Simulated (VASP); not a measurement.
Nb, 1 atom in the cell. The structure is tetragonal, space group I4/mmm (No. 139). Conventional cell: a = 3.513 Å, b = 3.513 Å, c = 2.986 Å, α = 90.00°, β = 90.00°, γ = 90.00°. Nb (site symmetry 4/mmm) has 14 Nb at 2.90 to 3.51 Å within 3.8 Å.  This cell differs from its parent crystal: ratio of the length along z to the lengths across it x 0.85, volume and fractional coordinates fixed.

- Program: VASP 6.6.1
- Task: single point
- Functional: PBEsol
- Potentials or basis: VASP PAW PBE potentials, release 64 (Nb_sv)
- Cutoff: 520 eV
- k mesh: 22 × 22 × 22
- Occupations: gaussian, width 0.15 eV
- Spin: no spin polarisation
- Dipole correction: no
- Further INCAR settings: ALGO = Fast; EDIFF = 1e-07; NBANDS = 12

Potentials or basis: VASP PAW PBE potentials, release 64 (Nb_sv).

Command:

```sh
$ cat potpaw_PBE.64/Nb_sv/POTCAR > POTCAR
$ mpirun -np 1 vasp_std > vasp.out
```

Hardware: 1 thread of Intel(R) Xeon(R) 6975P-C (Granite Rapids), on a shared host.

**Question.** Estimate the wall time of this run.

**Answer.** Wall time 120 s on 1 thread of Intel(R) Xeon(R) 6975P-C (Granite Rapids) (shared host), peak memory 0.3 GiB. Counts: scf iterations 25, k points 834.
